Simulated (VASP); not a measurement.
A run of VASP 6.6.1 is set up as follows.

INCAR

```
SYSTEM = B2Se
ALGO     = Normal         ! electronic algorithm
EDIFF    = 1E-6           ! SCF threshold, eV
ENCUT    = 520            ! plane-wave cutoff, eV
GGA      = PE             ! functional
ISIF     = 2              ! what is computed and relaxed
ISMEAR   = 0              ! smearing method
LASPH    = .True.         ! aspherical terms in the spheres
LCHARG   = .True.         ! write CHGCAR
LELF     = .True.         ! ELF
LREAL    = .False.        ! projectors in reciprocal space
LVHAR    = .True.       
LWAVE    = .False.        ! write WAVECAR
NBANDS   = 21             ! bands
NELM     = 80             ! most SCF steps
PREC     = Accurate       ! precision mode
SIGMA    = 0.1            ! smearing width, eV
```

KPOINTS

```
k-points
0
Gamma
  4 4 4
  0 0 0
```

File POSCAR:

```
B2Se
1.0
    2.7670260328      0.0000000000      0.0000000000
    0.0000000000      4.5232594925      0.0000000000
    0.0000000000      0.0000000000      5.6915003937
B Se
4 2
Direct
    0.5000000000     -0.0025858261      0.3470063580
    0.0000000000     -0.0025858261      0.1529936420
    0.0000000000      1.0025858261      0.8470063580
    0.5000000000      1.0025858261      0.6529936420
    0.0000000000      0.5000000000      0.0000000000
    0.5000000000      0.5000000000      0.5000000000
```

Potentials or basis: VASP PAW PBE potentials, release 64 (B, Se).

Run with:

```console
$ cat potpaw_PBE.64/B/POTCAR potpaw_PBE.64/Se/POTCAR > POTCAR
$ mpirun -np 1 vasp_std > vasp.out
```

(1) Predict the largest force.

(2) Estimate the pressure.

Results:

(1) 0.016 eV/Å.

(2) 0.0 GPa.

Caveat: the k points lie up to 0.57 Å⁻¹ apart, too coarse for converged energies and pressures of a metal.
